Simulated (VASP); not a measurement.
**B10Pt: single point with PBE**

Crystal: B10Pt.

```
B Pt
1.0
     5.59570    0.00000    0.00000
    -2.79785    4.84602    0.00000
     0.00000    0.00000    4.29530
B Pt
10 1
Direct
  0.77750 0.22250 0.00000
  0.77750 0.55501 0.00000
  0.44499 0.22250 0.00000
  0.22250 0.77750 0.00000
  0.22250 0.44499 0.00000
  0.55501 0.77750 0.00000
  0.33333 0.66667 0.68220
  0.33333 0.66667 0.31780
  0.66667 0.33333 0.31780
  0.66667 0.33333 0.68220
  0.00000 0.00000 0.00000
```

The cell was built from a structure type or drawn by symmetry, and may not be a known phase.

```json
{
  "Program": "VASP 6.6.1",
  "Task": "single point",
  "Functional": "PBE",
  "Potentials or basis": "VASP PAW PBE potentials, release 64 (B, Pt)",
  "Cutoff": "520 eV",
  "k mesh": "6 × 6 × 4",
  "Occupations": "gaussian, width 0.1 eV",
  "Spin": "no spin polarisation",
  "Dipole correction": "no",
  "Further INCAR settings": "ALGO = Normal; EDIFF = 1e-06; NBANDS = 31"
}
```

* Pressure: 0.1 GPa
* Largest force: 0.016 eV/Å
* Band gap on the k mesh: zero (bands 20 and 21 overlap by 1.44 eV)

Forces on the atoms (eV/Å):
```
B    0.014 -0.008  0.000
B    0.000  0.016  0.000
B   -0.014 -0.008  0.000
B   -0.014  0.008  0.000
B    0.000 -0.016  0.000
B    0.014  0.008  0.000
B    0.000  0.000 -0.009
B    0.000  0.000  0.009
B    0.000  0.000  0.009
B    0.000  0.000 -0.009
Pt   0.000  0.000  0.000
```

Stress tensor (GPa, compression positive):
```
0.01 0.00 0.00
0.00 0.01 0.00
0.00 0.00 0.20
```

Levels at points of the mesh, in eV from the Fermi level:
```csv
k point,band 17,band 18,band 19,band 20,band 21,band 22,band 23,band 24
"(0.00, 0.00, 0.00)",-0.20,-0.20,0.00,0.00,1.54,1.54,2.43,2.43
"(0.50, 0.00, 0.00)",-1.42,-0.95,-0.75,0.46,1.53,1.63,1.94,2.26
"(0.00, 0.00, 0.50)",-1.48,-1.11,-0.09,-0.09,0.61,0.61,3.06,3.76
"(0.50, 0.00, 0.50)",-1.22,-0.95,-0.46,-0.46,-0.40,-0.26,3.68,4.16
```

It took 69 s on 1 thread of AMD EPYC 9R14 (Zen 4), on a shared host, peak memory 0.22 GiB.

Caveat: the k points lie up to 0.37 Å⁻¹ apart, too coarse for converged energies and pressures of a metal; spin-orbit coupling is left out, which moves the levels of the heavy elements.
